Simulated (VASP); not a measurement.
# MnAs (F-43m) in VASP: notebook, part 2 of 2

VASP 6.6.1. Earlier steps stand in the parts before.

## Step 3: Single point, PBE, collinear spin, ferromagnetic start

This run uses another cell than the first one, of 22.66 Å³/atom, 1.020 times its volume.

Input file INCAR:

```
SYSTEM = MnAs
PREC = Accurate
ENCUT = 520
EDIFF = 1E-6
ISMEAR = 0
SIGMA = 0.05
LREAL = .False.
LASPH = .True.
NELM = 150
ALGO = Normal
ISIF = 2
LWAVE = .False.
LCHARG = .False.
ISPIN = 2
MAGMOM = 3.89 0
LORBIT = 11
LMAXMIX = 4
GGA = PE
NBANDS = 20
```

Input file KPOINTS:

```
regular mesh
0
Gamma
  12 12 12
  0 0 0
```

Input file POSCAR:

```
MnAs
1.0
    0.0000000000      2.8299541856      2.8299541856
    2.8299541856      0.0000000000      2.8299541856
    2.8299541856      2.8299541856      0.0000000000
Mn As
1 1
Direct
    0.0000000000      0.0000000000      0.0000000000
    0.2500000000      0.2500000000      0.2500000000
```

Potentials or basis: VASP PAW PBE potentials, release 64 (Mn_pv, As).

The run is started by

```
$ cat potpaw_PBE.64/Mn_pv/POTCAR potpaw_PBE.64/As/POTCAR > POTCAR
$ mpirun -np 1 vasp_std > vasp.out
```

OUTCAR:

```text
SYSTEM = MnAs
   PREC = Accurate
   ENCUT = 520
   EDIFF = 1E-6
   ISMEAR = 0
   LREAL = .False.
   LASPH = .True.
   NELM = 150
   ISIF = 2
   ISPIN = 2
   LORBIT = 11
   GGA = PE

 ion  position               nearest neighbor table
   1  0.000  0.000  0.000-   2 2.45   2 2.45   2 2.45   2 2.45
   2  0.250  0.250  0.250-   1 2.45   1 2.45   1 2.45   1 2.45

  LATTYP: Found a face centered cubic cell.
 ALAT       =     5.6599083712

  Lattice vectors:

 A1 = (   0.0000000000,   2.8299541856,   2.8299541856)
 A2 = (   2.8299541856,   0.0000000000,   2.8299541856)
 A3 = (   2.8299541856,   2.8299541856,   0.0000000000)

Analysis of symmetry for initial positions (statically):
=====================================================================
 Subroutine PRICEL returns:
 Original cell was already a primitive cell.

 Routine SETGRP: Setting up the symmetry group for a
 face centered cubic supercell.

 Subroutine GETGRP returns: Found 24 space group operations
[... 749 lines left out ...]
      3     -42.5368      1.00000
      4      -7.7525      1.00000
      5       1.8191      1.00000
      6       1.8191      1.00000
[... 541 lines left out ...]
     19      17.3962      0.00000
     20      20.3392      0.00000

 [... further k-points ...]

------------------------ aborting loop because EDIFF is reached ----------------------------------------

  FORCE on cell =-STRESS in cart. coord.  units (eV):
  Direction    XX          YY          ZZ          XY          YZ          ZX
  --------------------------------------------------------------------------------------
  -------------------------------------------------------------------------------------
  Total        0.0142075      0.0142075      0.0142075     -0.0000000     -0.0000000      0.0000000
  in kB        0.5021791      0.5021791      0.5021791     -0.0000000     -0.0000000      0.0000000
  external PRESSURE =       0.5021791 kB  Pullay stress =       0.0000000 kB

 VOLUME and BASIS-vectors are now :
 -----------------------------------------------------------------------------
  energy-cutoff  :      520.00
  volume of cell :       45.33
      direct lattice vectors                 reciprocal lattice vectors
     0.000000000  2.829954186  2.829954186    -0.176681305  0.176681305  0.176681305
     2.829954186  0.000000000  2.829954186     0.176681305 -0.176681305  0.176681305
     2.829954186  2.829954186  0.000000000     0.176681305  0.176681305 -0.176681305

 POSITION                                       TOTAL-FORCE (eV/Angst)
 -----------------------------------------------------------------------------------
      0.00000      0.00000      0.00000         0.000000      0.000000      0.000000
      1.41498      1.41498      1.41498        -0.000000     -0.000000     -0.000000
 -----------------------------------------------------------------------------------
    total drift:                               -0.000001     -0.000001     -0.000001

  FREE ENERGIE OF THE ION-ELECTRON SYSTEM (eV)
  ---------------------------------------------------
  free  energy   TOTEN  =       -13.3152214943 eV

  energy  without entropy=      -13.3133437889  energy(sigma->0) =      -13.31428264

 total charge

# of ion       s       p       d       tot
------------------------------------------
    1        0.324   6.223   4.960  11.506
    2        1.227   1.567   0.034   2.828
--------------------------------------------------
tot          1.551   7.790   4.994  14.334

 magnetization (x)

# of ion       s       p       d       tot
------------------------------------------
    1        0.057   0.039   3.549   3.645
    2       -0.001  -0.180   0.018  -0.164
--------------------------------------------------
tot          0.056  -0.142   3.567   3.481
```

Wall time 2.3 min (1 thread of Intel Xeon 6975P-C, shared host); peak memory 0.26 GiB.

Results:

- Free energy: -13.3152 eV
- Pressure: 0.1 GPa
- Net moment: 3.71 μB per cell
- Site moments: Mn +3.65; As -0.16 μB
- Valence electrons inside the program's atomic spheres: Mn 11.51; As 2.83

Caveat: a cell with one magnetic atom can't hold antiferromagnetic order, which such compounds often take.
